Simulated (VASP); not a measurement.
# HgOs (Pm-3m) in VASP: single point with PBE

Aim: the single point of HgOs with PBE.

All numbers are computed with VASP 6.6.1; they aren't measurements. Logs are shortened: lines on timing, memory, paths and dates and some standing lists are left out, and cuts for length are marked.

## (1) The cell of the first run

It takes space group Pm-3m (No. 221, cubic). Conventional cell: a = 3.247 Å, b = 3.247 Å, c = 3.247 Å, α = 90.00°, β = 90.00°, γ = 90.00°. Hg (site symmetry m-3m) has 8 Os at 2.81 Å and 6 Hg at 3.25 Å within 3.7 Å. Os (site symmetry m-3m) has 8 Hg at 2.81 Å and 6 Os at 3.25 Å within 3.7 Å.

## (2) Single point, PBE

The input, INCAR:

```
SYSTEM = HgOs
ALGO = Normal
EDIFF = 1E-7
ENCUT = 520
GGA = PE
ISIF = 2
ISMEAR = 0
LASPH = .True.
LCHARG = .False.
LREAL = .False.
LWAVE = .False.
NBANDS = 17
NELM = 60
PREC = Accurate
SIGMA = 0.1
```

The input, KPOINTS:

```
k-points
0
Gamma
  18 18 18
  0 0 0
```

The input, POSCAR:

```
HgOs
1.0
    3.2472093033      0.0000000000      0.0000000000
    0.0000000000      3.2472093033      0.0000000000
    0.0000000000      0.0000000000      3.2472093033
Hg Os
1 1
Direct
    0.0000000000      0.0000000000      0.0000000000
    0.5000000000      0.5000000000      0.5000000000
```

Potentials or basis: VASP PAW PBE potentials, release 64 (Hg, Os).

Started as:

```console
$ cat potpaw_PBE.64/Hg/POTCAR potpaw_PBE.64/Os/POTCAR > POTCAR
$ mpirun -np 1 vasp_std > vasp.out
```

OUTCAR:

```text
SYSTEM = HgOs
   EDIFF = 1E-7
   ENCUT = 520
   GGA = PE
   ISIF = 2
   ISMEAR = 0
   LASPH = .True.
   LREAL = .False.
   NELM = 60
   PREC = Accurate

 ion  position               nearest neighbor table
   1  0.000  0.000  0.000-   2 2.81   2 2.81   2 2.81   2 2.81   2 2.81   2 2.81   2 2.81   2 2.81

   2  0.500  0.500  0.500-   1 2.81   1 2.81   1 2.81   1 2.81   1 2.81   1 2.81   1 2.81   1 2.81

  LATTYP: Found a simple cubic cell.
 ALAT       =     3.2472093033

  Lattice vectors:

 A1 = (   3.2472093033,   0.0000000000,   0.0000000000)
 A2 = (   0.0000000000,   3.2472093033,   0.0000000000)
 A3 = (   0.0000000000,   0.0000000000,   3.2472093033)

Analysis of symmetry for initial positions (statically):
=====================================================================
 Subroutine PRICEL returns:
 Original cell was already a primitive cell.

 Routine SETGRP: Setting up the symmetry group for a
 simple cubic supercell.

 Subroutine GETGRP returns: Found 48 space group operations
 (whereof 48 operations were pure point group operations)
 out of a pool of 48 trial point group operations.

The static configuration has the point symmetry O_h .

Analysis of symmetry for dynamics (positions and initial velocities):
=====================================================================
 Subroutine PRICEL returns:
 Original cell was already a primitive cell.

 Routine SETGRP: Setting up the symmetry group for a
 simple cubic supercell.

 Subroutine GETGRP returns: Found 48 space group operations
 (whereof 48 operations were pure point group operations)
 out of a pool of 48 trial point group operations.

The dynamic configuration has the point symmetry O_h .

 Subroutine INISYM returns: Found 48 space group operations
 (whereof 48 operations are pure point group operations),
 and found     1 'primitive' translations

----------------------------------------------------------------------------------------

                                     Primitive cell

  volume of cell :      34.2398

  direct lattice vectors                    reciprocal lattice vectors
     3.247209303  0.000000000  0.000000000     0.307956743  0.000000000  0.000000000
     0.000000000  3.247209303  0.000000000     0.000000000  0.307956743  0.000000000
     0.000000000  0.000000000  3.247209303     0.000000000  0.000000000  0.307956743

  length of vectors
     3.247209303  3.247209303  3.247209303     0.307956743  0.307956743  0.307956743

  position of ions in fractional coordinates (direct lattice)
     0.000000000  0.000000000  0.000000000
     0.500000000  0.500000000  0.500000000

  ion indices of the primitive-cell ions
   primitive index   ion index
                 1           1
                 2           2

----------------------------------------------------------------------------------------

 KPOINTS: k-points

Automatic generation of k-mesh.
 Grid dimensions read from file:
 generate k-points for:   18   18   18

 Generating k-lattice:

  Cartesian coordinates                     Fractional coordinates (reciprocal lattice)
     0.017108708  0.000000000  0.000000000     0.055555556  0.000000000  0.000000000
     0.000000000  0.017108708  0.000000000     0.000000000  0.055555556  0.000000000
     0.000000000  0.000000000  0.017108708     0.000000000  0.000000000  0.055555556

  Length of vectors
     0.017108708  0.017108708  0.017108708

  Shift w.r.t. Gamma in fractional coordinates (k-lattice)
     0.000000000  0.000000000  0.000000000

 Subroutine IBZKPT returns following result:
 ===========================================

 Found    220 irreducible k-points:

 Following reciprocal coordinates:
            Coordinates               Weight
  0.000000  0.000000  0.000000      1.000000
  0.055556  0.000000  0.000000      6.000000
  0.111111  0.000000  0.000000      6.000000
  0.166667  0.000000  0.000000      6.000000
  0.222222  0.000000  0.000000      6.000000
  0.277778  0.000000  0.000000      6.000000
[... 16 lines left out ...]
  0.277778  0.111111  0.000000     24.000000
  0.333333  0.111111  0.000000     24.000000
 [... further k-points ...]
   k-points           NKPTS =    220   k-points in BZ     NKDIM =    220   number of bands    NBANDS=     17
   number of dos      NEDOS =    301   number of ions     NIONS =      2
   total plane-waves  NPLWV =  13824
   dimension x,y,z NGX =    24 NGY =   24 NGZ =   24
   dimension x,y,z NGXF=    48 NGYF=   48 NGZF=   48
   ions per type =               1   1
   NGX,Y,Z   is equivalent  to a cutoff of  12.29, 12.29, 12.29 a.u.
   NGXF,Y,Z  is equivalent  to a cutoff of  24.57, 24.57, 24.57 a.u.
 SYSTEM =  HgOs
   PREC   = accura    normal or accurate (medium, high low for compatibility)
   ISTART =      0    job   : 0-new  1-cont  2-samecut
   ICHARG =      2    charge: 1-file 2-atom 10-const
   ISPIN  =      1    spin polarized calculation?
   LNONCOLLINEAR =      F non collinear calculations
   LSORBIT =      F    spin-orbit coupling
   LASPH  =      T    aspherical Exc in radial PAW
   ENCUT  =  520.0 eV  38.22 Ry    6.18 a.u.   6.04  6.04  6.04*2*pi/ulx,y,z
   NELM   =     60;   NELMIN=  2; NELMDL= -5     # of ELM steps
   EDIFF  = 0.1E-06   stopping-criterion for ELM
   LREAL  =      F    real-space projection
   EDIFFG = 0.1E-05   stopping-criterion for IOM
   NSW    =      0    number of steps for IOM
   IBRION =     -1    ionic relax: 0-MD 1-quasi-New 2-CG
   NFREE  =      0    steps in history (QN), initial steepest desc. (CG)
   ISIF   =      2    stress and relaxation
   ISYM   =      2    0-nonsym 1-usesym 2-fastsym
   POTIM  = 0.5000    time-step for ionic-motion
   TEBEG  =    0.0;   TEEND  =   0.0 temperature during run
   PSTRESS=    0.0 pullay stress
   NELECT =      20.0000    total number of electrons
   NUPDOWN=      -1.0000    fix difference up-down
   EMIN   =  10.00;   EMAX   =-10.00  energy-range for DOS
   EFERMI =   0.00;   METHOD = LEGACY
   ISMEAR =     0;   SIGMA  =   0.10  broadening in eV -4-tet -1-fermi 0-gaus
   EFERMI_NEDOS =   21; number of points for ismear=-14 and -15
   IALGO  =     38    algorithm
   IMIX   =      4    mixing-type and parameters
     AMIX     =   0.40;   BMIX     =  1.00
     AMIX_MAG =   1.60;   BMIX_MAG =  1.00
  volume/ion in A,a.u.               =      17.12       115.53
  Fermi-wavevector in a.u.,A,eV,Ry     =   1.368489  2.586069 25.480464  1.872761
  Thomas-Fermi vector in A             =   2.494448
   LORBIT       =      0    0 simple, 1 ext, 2 COOP (PROOUT), +10 PAW based schemes
   GGA     = PE    functional components
   LHFCALC =     F    Hartree Fock is set to
   AEXX    =    0.0000 exact exchange contribution
   IVDW    =     0    specifies the selected vdW correction
   LEPSILON=     F    determine dielectric tensor
   LRPA    =     F    only Hartree local field effects (RPA)
 non-spin polarized calculation
 Gauss-broadening in eV      SIGMA  =   0.10
  energy-cutoff  :      520.00
  volume of cell :       34.24
 maximum number of plane-waves:       940
   NGX = 13   NGY = 13   NGZ = 13

 number of electron      20.0000000 magnetization

 Free energy of the ion-electron system (eV)
  ---------------------------------------------------
  ext. energy  EPLUGINS =         0.00000000
  ---------------------------------------------------
  free energy    TOTEN  =        -8.82772414 eV

  energy without entropy =       -8.80457302  energy(sigma->0) =       -8.81614858

 E-fermi :   5.8997     XC(G=0): -12.8067

 val. band max:        5.8976288509   @ k =   0.3889   0.1667   0.0000
 cond. band min:       5.9018733783   @ k =   0.1667   0.1111   0.1111
 fundamental gap:      0.0042445274
 Fermi energy:         5.8996651329

 k-point     1 :       0.0000    0.0000    0.0000
  band No.  band energies     occupation
      1      -4.5095      2.00000
      2      -2.6254      2.00000
      3      -2.6254      2.00000
      4      -1.1860      2.00000
      5      -1.1860      2.00000
      6      -1.1860      2.00000
[... 9 lines left out ...]
     16      22.0814      0.00000
     17      22.2685      0.00000

 k-point     2 :       0.0556    0.0000    0.0000
  band No.  band energies     occupation
      1      -4.4511      2.00000
      2      -2.6109      2.00000
      3      -2.5950      2.00000
      4      -1.1929      2.00000
      5      -1.1929      2.00000
      6      -1.1781      2.00000
[... 9 lines left out ...]
     16      21.7260      0.00000
     17      22.1658      0.00000

 k-point     3 :       0.1111    0.0000    0.0000
  band No.  band energies     occupation
      1      -4.2780      2.00000
      2      -2.5686      2.00000
      3      -2.5056      2.00000
      4      -1.2126      2.00000
      5      -1.2126      2.00000
      6      -1.1551      2.00000
[... 9 lines left out ...]
     16      21.2640      0.00000
     17      22.4516      0.00000

 k-point     4 :       0.1667    0.0000    0.0000
  band No.  band energies     occupation
      1      -3.9975      2.00000
      2      -2.5021      2.00000
      3      -2.3614      2.00000
      4      -1.2424      2.00000
      5      -1.2424      2.00000
      6      -1.1196      2.00000
[... 9 lines left out ...]
     16      20.8281      0.00000
     17      23.0152      0.00000
[... 343 lines left out ...]
      1      -3.4437      2.00000
      2      -2.3380      2.00000
      3      -2.0973      2.00000
      4      -1.3455      2.00000
      5      -1.2932      2.00000
      6      -1.0755      2.00000
[... 9 lines left out ...]
     16      20.6543      0.00000
     17      21.8572      0.00000

 k-point    23 :       0.2778    0.1111    0.0000
  band No.  band energies     occupation
      1      -3.0531      2.00000
      2      -2.2492      2.00000
      3      -1.8825      2.00000
      4      -1.3830      2.00000
      5      -1.2774      2.00000
      6      -1.0617      2.00000
[... 9 lines left out ...]
     16      20.2365      0.00000
     17      21.1280      0.00000

 k-point    24 :       0.3333    0.1111    0.0000
  band No.  band energies     occupation
      1      -2.6811      2.00000
      2      -2.1580      2.00000
      3      -1.7199      2.00000
      4      -1.4149      2.00000
      5      -1.1063      2.00000
      6      -1.0528      2.00000
[... 9 lines left out ...]
     16      19.4811      0.00000
     17      20.7314      0.00000

 [... further k-points ...]
[... 5 lines left out ...]
  --------------------------------------------------------------------------------------
  -------------------------------------------------------------------------------------
  Total        0.3324940      0.3324940      0.3324940      0.0000000      0.0000000      0.0000000
  in kB       15.5583525     15.5583525     15.5583525      0.0000000      0.0000000      0.0000000
  external PRESSURE =      15.5583525 kB  Pullay stress =       0.0000000 kB

 VOLUME and BASIS-vectors are now :
 -----------------------------------------------------------------------------
  energy-cutoff  :      520.00
  volume of cell :       34.24
      direct lattice vectors                 reciprocal lattice vectors
     3.247209303  0.000000000  0.000000000     0.307956743  0.000000000  0.000000000
     0.000000000  3.247209303  0.000000000     0.000000000  0.307956743  0.000000000
     0.000000000  0.000000000  3.247209303     0.000000000  0.000000000  0.307956743

 POSITION                                       TOTAL-FORCE (eV/Angst)
 -----------------------------------------------------------------------------------
      0.00000      0.00000      0.00000         0.000000      0.000000      0.000000
      1.62360      1.62360      1.62360         0.000000      0.000000      0.000000
 -----------------------------------------------------------------------------------
    total drift:                                0.000000      0.000000     -0.000000

  FREE ENERGIE OF THE ION-ELECTRON SYSTEM (eV)
  ---------------------------------------------------
  free  energy   TOTEN  =        -8.8277241401 eV

  energy  without entropy=       -8.8045730218  energy(sigma->0) =       -8.81614858
```

It took 72 s on 1 thread of AMD EPYC 7R43 (Zen 3), shared host; peak memory 0.21 GiB.

Results:

* Free energy: -8.8277 eV
* Pressure: 1.6 GPa
* Band gap on the k mesh: zero (band 10 reaches 6.91 eV, above the bottom of band 11 at 5.07 eV)

Caveat: spin-orbit coupling is left out, which moves the levels of the heavy elements.
